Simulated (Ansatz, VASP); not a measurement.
# Ga in VASP and in Ansatz

The input INCAR:

```
PREC     = Accurate       # precision mode
ENCUT    = 520            # plane-wave cutoff, eV
EDIFF    = 1E-6           # SCF threshold, eV
ISMEAR   = 0              # smearing method
SIGMA    = 0.15           # smearing width, eV
LREAL    = False          # projectors in reciprocal space
LASPH    = True           # aspherical terms in the spheres
NELM     = 60             # most SCF steps
ALGO     = Fast           # electronic algorithm
ISIF     = 2              # what is computed and relaxed
LWAVE    = False          # write WAVECAR
LCHARG   = True           # write CHGCAR
GGA      = PS             # functional
LELF     = True           # ELF
LVHAR    = True         
NBANDS   = 20             # bands
```

Contents of KPOINTS:

```
Automatic mesh
0
Gamma
  18 18 16
```

Contents of POSCAR:

```
Ga
1.0
    1.3775000000     -3.8617500000      0.0000000000
    1.3775000000      3.8617500000      0.0000000000
    0.0000000000      0.0000000000      3.3285000000
Ga
2
Direct
    0.8670000000      0.1330000000      0.2500000000
    0.1330000000      0.8670000000      0.7500000000
```

Input for Ansatz:

```yaml
crystal:
  lattice:
    - [1.3775, -3.86175, 0.0]
    - [1.3775, 3.86175, 0.0]
    - [0.0, 0.0, 3.3285]
  atoms:
    - { symbol: Ga, position: [0.867, 0.133, 0.25] }
    - { symbol: Ga, position: [0.133, 0.867, 0.75] }
basis:
  ecutwfc: 420
kpoints:
  mp_grid: { grid: [18, 18, 16] }
hamiltonian:
  xc: pbesol
scf:
  occupations: { method: gaussian, width: 0.15 }
output:
  forces: true
  stress: true
  eigenvalues: true
```

Change from the starting cell: strain -0.050 along x and y, +0.050 along z, atoms carried along.

Alike in both runs: task single point; functional PBEsol; k mesh 18 × 18 × 16; occupations gaussian, width 0.15 eV; no spin polarisation.

|  | VASP | Ansatz |
| --- | --- | --- |
| version | VASP 6.6.1 | Ansatz 0.2.0 |
| potentials or method | VASP PAW PBE potentials, release 64 (Ga_d), cutoff 520 eV | scalar-relativistic, plane waves, PAW |
| valence electrons in the cell | 26 | 26 |

```tsv
	VASP	Ansatz	Ansatz less VASP
gap on the k mesh at the Fermi level (eV)	none	none	-
pressure (GPa)	1.1	1.0	-0.07
traceless stress, the component that is largest in VASP (GPa)	1.00	1.00	+0.003
rms of the force components (eV/Å)	0.073	0.073	-0.0001
```

VASP's potentials were made for PBE, not for PBEsol. Atom by atom the forces differ by 0.000 eV/Å (rms over components). A gap of «none» marks a metal or a gap that the smearing closes. The functional is the same, so the differences come from potentials, cutoffs and numerics.
